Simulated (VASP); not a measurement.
# TiHg2 (Fm-3m) in VASP: relaxation of cell and atoms with PBE

Aim: the relaxation of cell and atoms of TiHg2 with PBE.

Everything below comes from runs of VASP 6.6.1. Logs are shortened: lines on timing, memory, paths and dates and some standing lists are left out, and cuts for length are marked.

**1. The cell of the first run**

The structure is cubic, space group Fm-3m (No. 225). Conventional cell: a = 6.523 Å, b = 6.523 Å, c = 6.523 Å, α = 90.00°, β = 90.00°, γ = 90.00°. Within 3.7 Å of Ti (site symmetry m-3m) lie 8 Hg at 2.82 Å. Within 3.7 Å of Hg (site symmetry -43m) lie 4 Ti at 2.82 Å and 6 Hg at 3.26 Å.

**2. Relaxation of cell and atoms, PBE**

The input, INCAR:

```
ALGO = Fast
EDIFF = 1E-6
EDIFFG = -0.01
ENCUT = 600
GGA = PE
IBRION = 2
ISIF = 3
ISMEAR = 0
LASPH = T
LCHARG = F
LREAL = F
LWAVE = F
NELM = 60
NSW = 100
PREC = Accurate
SIGMA = 0.1
```

The input, KPOINTS:

```
k-points
0
Gamma
  12 12 12
```

The input, POSCAR:

```
TiHg2
1.0
    0.0000000000      3.2614746799      3.2614746799
    3.2614746799      0.0000000000      3.2614746799
    3.2614746799      3.2614746799      0.0000000000
Ti Hg
1 2
Direct
    0.0000000000      0.0000000000      0.0000000000
    0.2500000000      0.2500000000      0.2500000000
    0.7500000000      0.7500000000      0.7500000000
```

Potentials or basis: VASP PAW PBE potentials, release 64 (Ti_sv, Hg).

Run with:

```console
$ cat potpaw_PBE.64/Ti_sv/POTCAR potpaw_PBE.64/Hg/POTCAR > POTCAR
$ mpirun -np 1 vasp_std > vasp.out
```

OUTCAR:

```text
EDIFF = 1E-6
   EDIFFG = -0.01
   ENCUT = 600
   GGA = PE
   IBRION = 2
   ISIF = 3
   ISMEAR = 0
   LASPH = T
   LREAL = F
   NELM = 60
   NSW = 100
   PREC = Accurate

 ion  position               nearest neighbor table
   1  0.000  0.000  0.000-   3 2.82   3 2.82   3 2.82   2 2.82   2 2.82   2 2.82   3 2.82   2 2.82

   2  0.250  0.250  0.250-   1 2.82   1 2.82   1 2.82   1 2.82   3 3.26   3 3.26   3 3.26   3 3.26
                             3 3.26   3 3.26
   3  0.750  0.750  0.750-   1 2.82   1 2.82   1 2.82   1 2.82   2 3.26   2 3.26   2 3.26   2 3.26
                             2 3.26   2 3.26

  LATTYP: Found a face centered cubic cell.
 ALAT       =     6.5229493598

  Lattice vectors:

 A1 = (   0.0000000000,   3.2614746799,   3.2614746799)
 A2 = (   3.2614746799,   0.0000000000,   3.2614746799)
 A3 = (   3.2614746799,   3.2614746799,   0.0000000000)

Analysis of symmetry for initial positions (statically):
=====================================================================
 Subroutine PRICEL returns:
 Original cell was already a primitive cell.

 Routine SETGRP: Setting up the symmetry group for a
 face centered cubic supercell.

 Subroutine GETGRP returns: Found 48 space group operations
 (whereof 48 operations were pure point group operations)
 out of a pool of 48 trial point group operations.

The static configuration has the point symmetry O_h .

Analysis of symmetry for dynamics (positions and initial velocities):
=====================================================================
 Subroutine PRICEL returns:
 Original cell was already a primitive cell.

 Routine SETGRP: Setting up the symmetry group for a
 face centered cubic supercell.

 Subroutine GETGRP returns: Found 48 space group operations
 (whereof 48 operations were pure point group operations)
 out of a pool of 48 trial point group operations.

The dynamic configuration has the point symmetry O_h .

 Subroutine INISYM returns: Found 48 space group operations
 (whereof 48 operations are pure point group operations),
 and found     1 'primitive' translations

----------------------------------------------------------------------------------------

                                     Primitive cell

  volume of cell :      69.3860

  direct lattice vectors                    reciprocal lattice vectors
     0.000000000  3.261474680  3.261474680    -0.153304885  0.153304885  0.153304885
     3.261474680  0.000000000  3.261474680     0.153304885 -0.153304885  0.153304885
     3.261474680  3.261474680  0.000000000     0.153304885  0.153304885 -0.153304885

  length of vectors
     4.612421726  4.612421726  4.612421726     0.265531849  0.265531849  0.265531849

  position of ions in fractional coordinates (direct lattice)
     0.000000000  0.000000000  0.000000000
     0.250000000  0.250000000  0.250000000
     0.750000000  0.750000000  0.750000000

  ion indices of the primitive-cell ions
   primitive index   ion index
                 1           1
                 2           2
                 3           3

----------------------------------------------------------------------------------------

 KPOINTS: k-points

Automatic generation of k-mesh.
 Grid dimensions read from file:
 generate k-points for:   12   12   12

 Generating k-lattice:

  Cartesian coordinates                     Fractional coordinates (reciprocal lattice)
    -0.012775407  0.012775407  0.012775407     0.083333333  0.000000000  0.000000000
     0.012775407 -0.012775407  0.012775407     0.000000000  0.083333333  0.000000000
     0.012775407  0.012775407 -0.012775407     0.000000000  0.000000000  0.083333333

  Length of vectors
     0.022127654  0.022127654  0.022127654

  Shift w.r.t. Gamma in fractional coordinates (k-lattice)
     0.000000000  0.000000000  0.000000000

 Subroutine IBZKPT returns following result:
 ===========================================

 Found     72 irreducible k-points:

 Following reciprocal coordinates:
            Coordinates               Weight
  0.000000  0.000000  0.000000      1.000000
  0.083333  0.000000  0.000000      8.000000
  0.166667  0.000000  0.000000      8.000000
  0.250000  0.000000  0.000000      8.000000
  0.333333  0.000000  0.000000      8.000000
  0.416667  0.000000  0.000000      8.000000
[... 16 lines left out ...]
  0.500000  0.166667  0.000000     24.000000
 -0.416667  0.166667  0.000000     24.000000
 [... further k-points ...]
   k-points           NKPTS =     72   k-points in BZ     NKDIM =     72   number of bands    NBANDS=     22
   number of dos      NEDOS =    301   number of ions     NIONS =      3
   total plane-waves  NPLWV =  64000
   dimension x,y,z NGX =    40 NGY =   40 NGZ =   40
   dimension x,y,z NGXF=    80 NGYF=   80 NGZF=   80
   ions per type =               1   2
   NGX,Y,Z   is equivalent  to a cutoff of  14.42, 14.42, 14.42 a.u.
   NGXF,Y,Z  is equivalent  to a cutoff of  28.83, 28.83, 28.83 a.u.
 SYSTEM =  unknown system
   PREC   = accura    normal or accurate (medium, high low for compatibility)
   ISTART =      0    job   : 0-new  1-cont  2-samecut
   ICHARG =      2    charge: 1-file 2-atom 10-const
   ISPIN  =      1    spin polarized calculation?
   LNONCOLLINEAR =      F non collinear calculations
   LSORBIT =      F    spin-orbit coupling
   LASPH  =      T    aspherical Exc in radial PAW
   ENCUT  =  600.0 eV  44.10 Ry    6.64 a.u.   9.21  9.21  9.21*2*pi/ulx,y,z
   NELM   =     60;   NELMIN=  2; NELMDL= -5     # of ELM steps
   EDIFF  = 0.1E-05   stopping-criterion for ELM
   LREAL  =      F    real-space projection
   EDIFFG = -.1E-01   stopping-criterion for IOM
   NSW    =    100    number of steps for IOM
   IBRION =      2    ionic relax: 0-MD 1-quasi-New 2-CG
   NFREE  =      1    steps in history (QN), initial steepest desc. (CG)
   ISIF   =      3    stress and relaxation
   ISYM   =      2    0-nonsym 1-usesym 2-fastsym
   POTIM  = 0.5000    time-step for ionic-motion
   TEBEG  =    0.0;   TEEND  =   0.0 temperature during run
   PSTRESS=    0.0 pullay stress
   NELECT =      36.0000    total number of electrons
   NUPDOWN=      -1.0000    fix difference up-down
   EMIN   =  10.00;   EMAX   =-10.00  energy-range for DOS
   EFERMI =   0.00;   METHOD = LEGACY
   ISMEAR =     0;   SIGMA  =   0.10  broadening in eV -4-tet -1-fermi 0-gaus
   EFERMI_NEDOS =   21; number of points for ismear=-14 and -15
   IALGO  =     68    algorithm
   IMIX   =      4    mixing-type and parameters
     AMIX     =   0.40;   BMIX     =  1.00
     AMIX_MAG =   1.60;   BMIX_MAG =  1.00
  volume/ion in A,a.u.               =      23.13       156.08
  Fermi-wavevector in a.u.,A,eV,Ry     =   1.315482  2.485901 23.544794  1.730494
  Thomas-Fermi vector in A             =   2.445662
   LORBIT       =      0    0 simple, 1 ext, 2 COOP (PROOUT), +10 PAW based schemes
   GGA     = PE    functional components
   LHFCALC =     F    Hartree Fock is set to
   AEXX    =    0.0000 exact exchange contribution
   IVDW    =     0    specifies the selected vdW correction
   LEPSILON=     F    determine dielectric tensor
   LRPA    =     F    only Hartree local field effects (RPA)
 conjugate gradient relaxation of ions
 non-spin polarized calculation
 RMM-DIIS sequential band-by-band and
 Gauss-broadening in eV      SIGMA  =   0.10
  energy-cutoff  :      600.00
  volume of cell :       69.39
 maximum number of plane-waves:      2334
 NGX is ok and might be reduce to    40
   NGX = 19   NGY = 19   NGZ = 19

--------------------------------------- Ionic step        1  -------------------------------------------

 number of electron      36.0000000 magnetization

 Free energy of the ion-electron system (eV)
  ---------------------------------------------------
  ext. energy  EPLUGINS =         0.00000000
  ---------------------------------------------------
  free energy    TOTEN  =        -7.33657352 eV

  energy without entropy =       -7.32276295  energy(sigma->0) =       -7.32966823

------------------------ aborting loop because EDIFF is reached ----------------------------------------

  FORCE on cell =-STRESS in cart. coord.  units (eV):
  Direction    XX          YY          ZZ          XY          YZ          ZX
  --------------------------------------------------------------------------------------
  -------------------------------------------------------------------------------------
  Total        0.1417452      0.1417452      0.1417452     -0.0000000     -0.0000000      0.0000000
  in kB        3.2730074      3.2730074      3.2730074     -0.0000000     -0.0000000      0.0000000
  external PRESSURE =       3.2730074 kB  Pullay stress =       0.0000000 kB
[... 59 lines left out ...]
  energy  without entropy=       -7.3229294975  energy(sigma->0) =       -7.32990444

--------------------------------------- Ionic step        3  -------------------------------------------

 number of electron      35.9999999 magnetization

 Free energy of the ion-electron system (eV)
  ---------------------------------------------------
  ext. energy  EPLUGINS =         0.00000000
  ---------------------------------------------------
  free energy    TOTEN  =        -7.33694193 eV

  energy without entropy =       -7.32302850  energy(sigma->0) =       -7.32998522

 E-fermi :   3.8168     XC(G=0): -10.5384

 val. band max:        3.8031268632   @ k =   0.5000   0.4167   0.0000
 cond. band min:       3.8233816629   @ k =  -0.4167   0.3333   0.0000
 fundamental gap:      0.0202547997
 Fermi energy:         3.8167672732

 k-point     1 :       0.0000    0.0000    0.0000
  band No.  band energies     occupation
      1     -53.6685      2.00000
      2     -29.9396      2.00000
      3     -29.9396      2.00000
      4     -29.9396      2.00000
      5      -4.5517      2.00000
      6      -4.1709      2.00000
[... 574 lines left out ...]
      6      -3.7029      2.00000
[... 14 lines left out ...]
     21       4.7434      0.00000
     22       5.8491      0.00000

 [... further k-points ...]

------------------------ aborting loop because EDIFF is reached ----------------------------------------

  FORCE on cell =-STRESS in cart. coord.  units (eV):
  Direction    XX          YY          ZZ          XY          YZ          ZX
  --------------------------------------------------------------------------------------
  -------------------------------------------------------------------------------------
  Total       -0.0013074     -0.0013074     -0.0013074     -0.0000000     -0.0000000      0.0000000
  in kB       -0.0300412     -0.0300412     -0.0300412     -0.0000000     -0.0000000      0.0000000
  external PRESSURE =      -0.0300412 kB  Pullay stress =       0.0000000 kB
[... 18 lines left out ...]
  FREE ENERGIE OF THE ION-ELECTRON SYSTEM (eV)
  ---------------------------------------------------
  free  energy   TOTEN  =        -7.3369419295 eV

  energy  without entropy=       -7.3230285012  energy(sigma->0) =       -7.32998522

 reached required accuracy - stopping structural energy minimisation
```

It took 7.2 min on 1 thread of Intel Xeon 6975P-C (Granite Rapids), shared host; peak memory 0.35 GiB.

What came out:

```
Free energy                           : -7.3369 eV
Relaxed volume                        : 23.24 Å³/atom
Relaxed cell                          : a = 4.620 Å, b = 4.620 Å, c = 4.620 Å, α = 60.00°, β = 60.00°, γ = 60.00°
Space group after relaxing (to 0.1 Å) : Fm-3m (No. 225)
Energy gained by relaxing             : 0.1 meV/atom
Ionic steps                           : 3
Pressure after relaxing               : 0.0 GPa
Band gap on the k mesh                : zero (bands 18 and 19 overlap by 0.73 eV)
```

Step by step:
```csv
step,energy change (eV),largest force (eV/Å),pressure (GPa),volume (Å³)
1,0.0000,0.0000,0.33,69.39
2,-0.0003,0.0000,-0.18,69.86
3,-0.0004,0.0000,0.00,69.73
```

Final structure:
```
Ti Hg
1.0
     0.00000    3.26680    3.26680
     3.26680    0.00000    3.26680
     3.26680    3.26680    0.00000
Ti Hg
1 2
Direct
  0.00000 0.00000 0.00000
  0.25000 0.25000 0.25000
  0.75000 0.75000 0.75000
```

Levels at points of the mesh, in eV from the Fermi level:
| k point | band 15 | band 16 | band 17 | band 18 | band 19 | band 20 | band 21 | band 22 |
| --- | --- | --- | --- | --- | --- | --- | --- | --- |
| (0.00, 0.00, 0.00) | -6.18 | -0.82 | -0.82 | -0.82 | 0.91 | 0.91 | 1.17 | 5.80 |
| (0.50, 0.00, 0.00) | -5.71 | -5.18 | -0.16 | -0.16 | 0.85 | 0.86 | 0.86 | 3.72 |
| (0.50, 0.50, 0.00) | -4.20 | -2.92 | -2.81 | 0.09 | 0.09 | 0.60 | 0.74 | 0.74 |

Caveat: spin-orbit coupling is left out, which moves the levels of the heavy elements.

The gap in the log of VASP goes by the Fermi energy; the results here count the filled bands.